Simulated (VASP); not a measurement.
Set up this calculation in VASP 6.6.1, as the native input.

```
Task                   : single point
Functional             : LDA
Potentials or basis    : VASP PAW LDA potentials, release 64 (Si, O)
Cutoff                 : 520 eV
k mesh                 : 6 × 6 × 6
Occupations            : gaussian, width 0.05 eV
Spin                   : no spin polarisation
Dipole correction      : no
Further INCAR settings : ALGO = Normal; EDIFF = 1e-06; NBANDS = 40
```

The structure of Si4O7 (a cell with a defect) lies in POSCAR:

```
Si4O7
1.0
    0.0000000000      4.1548619959     -2.6614337333
    0.0000000000     -4.1548619959     -2.6614337333
   -4.1548619959      0.0000000000      2.6614337333
Si O
4 7
Direct
    0.2500000000      0.7500000000      0.5000000000
    0.7500000000      0.2500000000      0.5000000000
    0.0000000000      0.0000000000      1.0000000000
    0.5000000000      0.5000000000      1.0000000000
    1.0000000000      0.3055647994      0.3055647994
    0.5555647994      0.7500000000      0.8055647994
    0.0555647994      0.2500000000      0.8055647994
    0.0000000000      0.6944352006      0.6944352006
    0.5000000000      0.0486088002      0.5486088002
    0.9444352006      0.7500000000      0.1944352006
    0.4444352006      0.2500000000      0.1944352006
```

This cell differs from its parent crystal: atom 9 moved 0.375 of the way to it and +0.000 Å across, host rigid.

One way to write it, as run:

INCAR

```
PREC = Accurate
ENCUT = 520
EDIFF = 1E-6
ISMEAR = 0
SIGMA = 0.05
LREAL = F
LASPH = T
NELM = 100
ALGO = Normal
ISIF = 2
LWAVE = F
LCHARG = T
LELF = T
LVHAR = T
NBANDS = 40
```

KPOINTS

```
regular mesh
0
Gamma
  6 6 6
```

Potentials or basis: VASP PAW LDA potentials, release 64 (Si, O).

Command:

```console
$ cat potpaw_LDA.64/Si/POTCAR potpaw_LDA.64/O/POTCAR > POTCAR
$ mpirun -np 1 vasp_std > vasp.out
```

It gave:

```
Pressure               : 35.4 GPa
Largest force          : 17.546 eV/Å
Band gap on the k mesh : 0.20 eV
```

Caveat: the cell differs from its parent crystal (atom 9 moved 0.375 of the way to it and +0.000 Å across, host rigid).

Run time: 2.2 min on 1 thread of Intel(R) Xeon(R) 6975P-C (Granite Rapids), on a shared host, peak memory 0.26 GiB.
